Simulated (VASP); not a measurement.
Set up this calculation in VASP 6.6.1, as the native input.

| Quantity | Value |
| --- | --- |
| Task | relaxation of cell and atoms |
| Functional | LDA |
| Potentials or basis | VASP PAW LDA potentials, release 64 (Si, C) |
| Cutoff | 600 eV |
| k mesh | 8 × 8 × 2 |
| Occupations | gaussian, width 0.1 eV |
| Spin | no spin polarisation |
| Dipole correction | no |
| Further INCAR settings | ALGO = Normal; EDIFF = 1e-07; IBRION = 2; EDIFFG = -0.05; NSW = 100; ISIF = 3 |

The structure of SiC lies in POSCAR:

```
SiC
1.0
    1.5389000000     -2.6675000000      0.0000000000
    1.5389000000      2.6675000000      0.0000000000
    0.0000000000      0.0000000000     15.1219000000
Si C
6 6
Direct
    0.1673000000      0.8327000000      0.8580000000
    0.8327000000      0.1673000000      0.3580000000
    0.5007000000      0.4993000000      0.5241000000
    0.4993000000      0.5007000000      0.0241000000
    0.8357000000      0.1643000000      0.6912400000
    0.1643000000      0.8357000000      0.1912400000
    0.4960000000      0.5040000000      0.6503000000
    0.5040000000      0.4960000000      0.1503000000
    0.1600000000      0.8400000000      0.9817000000
    0.8400000000      0.1600000000      0.4817000000
    0.8290000000      0.1710000000      0.8168000000
    0.1710000000      0.8290000000      0.3168000000
```

The input as run:

INCAR

```
PREC     = Accurate       # precision mode
ENCUT    = 600            # plane-wave cutoff, eV
EDIFF    = 1E-7           # SCF threshold, eV
ISMEAR   = 0              # smearing method
SIGMA    = 0.1            # smearing width, eV
LREAL    = F              # projectors in reciprocal space
LASPH    = T              # aspherical terms in the spheres
NELM     = 60             # most SCF steps
ALGO     = Normal         # electronic algorithm
ISIF     = 3              # what is computed and relaxed
LWAVE    = F              # write WAVECAR
LCHARG   = F              # write CHGCAR
GGA      = CA             # functional
IBRION   = 2              # ionic algorithm
NSW      = 100            # ionic steps
EDIFFG   = -0.05          # ionic threshold
```

KPOINTS

```
Automatic mesh
0
Gamma
  8 8 2
```

Potentials or basis: VASP PAW LDA potentials, release 64 (Si, C).

Command:

```console
$ cat potpaw_LDA.64/Si/POTCAR potpaw_LDA.64/C/POTCAR > POTCAR
$ mpirun -np 1 vasp_std > vasp.out
```

Results of the run:

```yaml
Relaxed_volume: 10.15 Å³/atom
Relaxed_cell: a = 3.062 Å, b = 3.062 Å, c = 15.015 Å, α = 90.00°, β = 90.00°, γ = 120.04°
Space_group_after_relaxing_to_0.1_Å: P6_3mc (No. 186)
Energy_gained_by_relaxing: 8.1 meV/atom
Ionic_steps: 7
Pressure_after_relaxing: -0.1 GPa
Largest_force_after_relaxing: 0.047 eV/Å
Band_gap_on_the_k_mesh: 1.95 eV (least direct gap 3.06 eV)
```

Caveat: the relaxation stopped at a loose force limit of 0.05 eV/Å, so its end isn't a converged minimum.

Run time: 29 min on 1 thread of Intel Xeon 8259CL, with other jobs on the host, peak memory 0.34 GiB.
